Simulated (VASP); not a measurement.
Runs of VASP 6.6.1 on ZrB2. Symmetry: P6/mmm, No. 191, hexagonal system. Conventional cell: a = 3.170 Å, b = 3.170 Å, c = 3.533 Å, α = 90.00°, β = 90.00°, γ = 120.00°. Within 3.4 Å of Zr (site symmetry 6/mmm) lie 12 B at 2.54 Å and 6 Zr at 3.17 Å. B (site symmetry -6m2) has 3 B at 1.83 Å within 2.4 Å. 

```csv
k mesh,gap on the mesh (eV),pressure (GPa)
5 × 5 × 4,none,1.0
4 × 4 × 3,none,1.0
7 × 7 × 6,none,0.9
3 × 3 × 2,none,(a)
6 × 6 × 4,none,1.1
```

Alike in all rows: task single point; level r2SCAN; potentials or basis VASP PAW PBE potentials, release 64 (Zr_sv, B); no spin polarisation; cell as given; cutoff (eV) 520; smearing methfessel-paxton 0.1 eV.

Question: Fill in the values left out.

Answer: (a) 0.1.

Caveats: some runs use coarse meshes; the PAW data sets were made with another functional, which shifts forces and pressure a little.

A k mesh can miss the band edges, and the runs leave out spin-orbit coupling on Zr.

A gap of «none» marks levels without a gap at the run's occupations.
